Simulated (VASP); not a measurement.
# CdSe (NiAs type) (P6_3/mmc) in VASP: a series of runs, part 2 of 2

VASP 6.6.1. Earlier steps stand in the parts before.

## 3. Single point, PBE

The input, INCAR:

```
  PREC = Accurate
  ENCUT = 520
  EDIFF = 1E-6
  ISMEAR = -1
  SIGMA = 0.05
  LREAL = F
  LASPH = T
  NELM = 100
  ALGO = Normal
  ISIF = 2
  LWAVE = F
  LCHARG = F
  GGA = PE
  NBANDS = 26
```

The input, KPOINTS:

```
regular mesh
0
Gamma
  10 10 6
```

The input, POSCAR:

```
CdSe
1.0
    3.6875161320      0.0000000000      0.0000000000
   -1.8437580660      3.1934826471      0.0000000000
    0.0000000000      0.0000000000      6.3253176433
Cd Se
2 2
Direct
    0.0000000000      0.0000000000      0.0000000000
    0.0000000000      0.0000000000      0.5000000000
    0.3333333333      0.6666666667      0.2500000000
    0.6666666667      0.3333333333      0.7500000000
```

Potentials or basis: VASP PAW PBE potentials, release 64 (Cd, Se).

The run is started by

```sh
> cat potpaw_PBE.64/Cd/POTCAR potpaw_PBE.64/Se/POTCAR > POTCAR
> mpirun -np 1 vasp_std > vasp.out
```

OUTCAR:

```text
PREC = Accurate
   ENCUT = 520
   EDIFF = 1E-6
   ISMEAR = -1
   LREAL = F
   LASPH = T
   NELM = 100
   ISIF = 2
   GGA = PE

 ion  position               nearest neighbor table
   1  0.000  0.000  0.000-   3 2.65   4 2.65   3 2.65   4 2.65   4 2.65   3 2.65   2 3.16   2 3.16

   2  0.000  0.000  0.500-   3 2.65   4 2.65   3 2.65   4 2.65   4 2.65   3 2.65   1 3.16   1 3.16

   3  0.333  0.667  0.250-   1 2.65   2 2.65   1 2.65   2 2.65   1 2.65   2 2.65
   4  0.667  0.333  0.750-   1 2.65   2 2.65   1 2.65   2 2.65   1 2.65   2 2.65

  LATTYP: Found a hexagonal cell.
 ALAT       =     3.6875161320
 C/A-ratio  =     1.7153328736

  Lattice vectors:

 A1 = (   3.6875161320,   0.0000000000,   0.0000000000)
 A2 = (  -1.8437580660,   3.1934826471,   0.0000000000)
 A3 = (   0.0000000000,   0.0000000000,   6.3253176433)

Analysis of symmetry for initial positions (statically):
=====================================================================
 Subroutine PRICEL returns:
 Original cell was already a primitive cell.

 Routine SETGRP: Setting up the symmetry group for a
 hexagonal supercell.

 Subroutine GETGRP returns: Found 24 space group operations
 (whereof 12 operations were pure point group operations)
 out of a pool of 24 trial point group operations.

The static configuration has the point symmetry D_3d.
 The point group associated with its full space group is D_6h.

Analysis of symmetry for dynamics (positions and initial velocities):
=====================================================================
 Subroutine PRICEL returns:
 Original cell was already a primitive cell.

 Routine SETGRP: Setting up the symmetry group for a
 hexagonal supercell.

 Subroutine GETGRP returns: Found 24 space group operations
[... 117 lines left out ...]
   TEBEG  =    0.0;   TEEND  =   0.0 temperature during run
   PSTRESS=    0.0 pullay stress
   NELECT =      36.0000    total number of electrons
   NUPDOWN=      -1.0000    fix difference up-down
   EMIN   =  10.00;   EMAX   =-10.00  energy-range for DOS
   EFERMI =   0.00;   METHOD = LEGACY
   ISMEAR =    -1;   SIGMA  =   0.05  broadening in eV -4-tet -1-fermi 0-gaus
   EFERMI_NEDOS =   21; number of points for ismear=-14 and -15
   IALGO  =     38    algorithm
   IMIX   =      4    mixing-type and parameters
     AMIX     =   0.40;   BMIX     =  1.00
     AMIX_MAG =   1.60;   BMIX_MAG =  1.00
  volume/ion in A,a.u.               =      18.62       125.67
  Fermi-wavevector in a.u.,A,eV,Ry     =   1.284740  2.427807 22.457204  1.650558
  Thomas-Fermi vector in A             =   2.416916
   LORBIT       =      0    0 simple, 1 ext, 2 COOP (PROOUT), +10 PAW based schemes
   GGA     = PE    functional components
   LHFCALC =     F    Hartree Fock is set to
   AEXX    =    0.0000 exact exchange contribution
   IVDW    =     0    specifies the selected vdW correction
   LEPSILON=     F    determine dielectric tensor
   LRPA    =     F    only Hartree local field effects (RPA)
 non-spin polarized calculation
  energy-cutoff  :      520.00
  volume of cell :       74.49
 maximum number of plane-waves:      2030
 NGX is ok and might be reduce to    28
   NGX = 13   NGY = 13   NGZ = 23

 number of electron      35.9999991 magnetization

 Free energy of the ion-electron system (eV)
  ---------------------------------------------------
  ext. energy  EPLUGINS =         0.00000000
  ---------------------------------------------------
  free energy    TOTEN  =        -8.81338703 eV

  energy without entropy =       -8.81088316  energy(sigma->0) =       -8.81213510

 E-fermi :   4.9793     XC(G=0): -11.1926

 val. band max:        4.9731297796   @ k =   0.3000   0.3000   0.0000
 cond. band min:       5.4838196687   @ k =   0.3000   0.3000   0.1667
 fundamental gap:      0.5106898891
 Fermi energy:         4.9793493843

 k-point     1 :       0.0000    0.0000    0.0000
  band No.  band energies     occupation
      1      -9.9774      2.00000
      2      -8.5271      2.00000
      3      -4.3855      2.00000
      4      -4.3855      2.00000
      5      -4.3680      2.00000
      6      -4.2285      2.00000
[... 685 lines left out ...]
     25      14.1666      0.00000
     26      14.9863      0.00000

 [... further k-points ...]
[... 5 lines left out ...]
  --------------------------------------------------------------------------------------
  -------------------------------------------------------------------------------------
  Total       13.0365556     13.0365556     13.0745803      0.0000000     -0.0000000     -0.0000000
  in kB      280.4094293    280.4094293    281.2273208      0.0000000     -0.0000000     -0.0000000
  external PRESSURE =     280.6820598 kB  Pullay stress =       0.0000000 kB

 VOLUME and BASIS-vectors are now :
 -----------------------------------------------------------------------------
  energy-cutoff  :      520.00
  volume of cell :       74.49
      direct lattice vectors                 reciprocal lattice vectors
     3.687516132  0.000000000  0.000000000     0.271185254  0.156568880  0.000000000
    -1.843758066  3.193482647  0.000000000     0.000000000  0.313137759  0.000000000
     0.000000000  0.000000000  6.325317643     0.000000000  0.000000000  0.158094827

 POSITION                                       TOTAL-FORCE (eV/Angst)
 -----------------------------------------------------------------------------------
      0.00000      0.00000      0.00000        -0.000000      0.000000     -0.000000
      0.00000      0.00000      3.16266        -0.000000      0.000000     -0.000000
     -0.00000      2.12899      1.58133         0.000000     -0.000000      0.000000
      1.84376      1.06449      4.74399        -0.000000      0.000000      0.000000
 -----------------------------------------------------------------------------------
    total drift:                               -0.000000      0.000000      0.000000

  FREE ENERGIE OF THE ION-ELECTRON SYSTEM (eV)
  ---------------------------------------------------
  free  energy   TOTEN  =        -8.8133870349 eV

  energy  without entropy=       -8.8108831560  energy(sigma->0) =       -8.81213510
```

OSZICAR:

```text
N       E                     dE             d eps       ncg     rms          rms(c)
DAV:   1     0.267468142100E+03    0.26747E+03   -0.18365E+04  2928   0.133E+03
DAV:   2     0.294507482673E+01   -0.26452E+03   -0.25481E+03  3158   0.339E+02
DAV:   3    -0.955164047995E+01   -0.12497E+02   -0.12414E+02  3484   0.757E+01
DAV:   4    -0.962870173426E+01   -0.77061E-01   -0.76999E-01  3272   0.539E+00
DAV:   5    -0.962896922763E+01   -0.26749E-03   -0.26748E-03  3378   0.319E-01    0.144E+01
DAV:   6    -0.887269209986E+01    0.75628E+00   -0.12485E+00  3652   0.133E+01    0.111E+01
DAV:   7    -0.883209886552E+01    0.40593E-01   -0.81725E-01  3288   0.531E+00    0.240E+00
DAV:   8    -0.881374319222E+01    0.18356E-01   -0.13379E-01  3046   0.396E+00    0.545E-01
DAV:   9    -0.881340281053E+01    0.34038E-03   -0.13860E-02  3216   0.127E+00    0.147E-01
DAV:  10    -0.881337060959E+01    0.32201E-04   -0.73345E-04  3288   0.328E-01    0.479E-02
DAV:  11    -0.881338665154E+01   -0.16042E-04   -0.61166E-05  3152   0.600E-02    0.989E-03
DAV:  12    -0.881338703485E+01   -0.38331E-06   -0.58565E-06  3352   0.249E-02
   1 F= -.88133870E+01 E0= -.88121351E+01  d E =-.250388E-02
```

stdout:

```text
POSCAR found type information on POSCAR CdSe
 POSCAR found :  2 types and       4 ions
 scaLAPACK will be used
 LDA part: xc-table for (Slater+PW92), standard interpolation
 POSCAR, INCAR and KPOINTS ok, starting setup
 FFT: planning ... GRIDC
 FFT: planning ... GRID_SOFT
 FFT: planning ... GRID
 WAVECAR not read
 entering main loop
```

It took 45 s on 1 thread of AMD EPYC 9R45 (Zen 5), shared host; peak memory 0.21 GiB.

What came out:

* Free energy: -8.8134 eV
* Pressure: 28.1 GPa
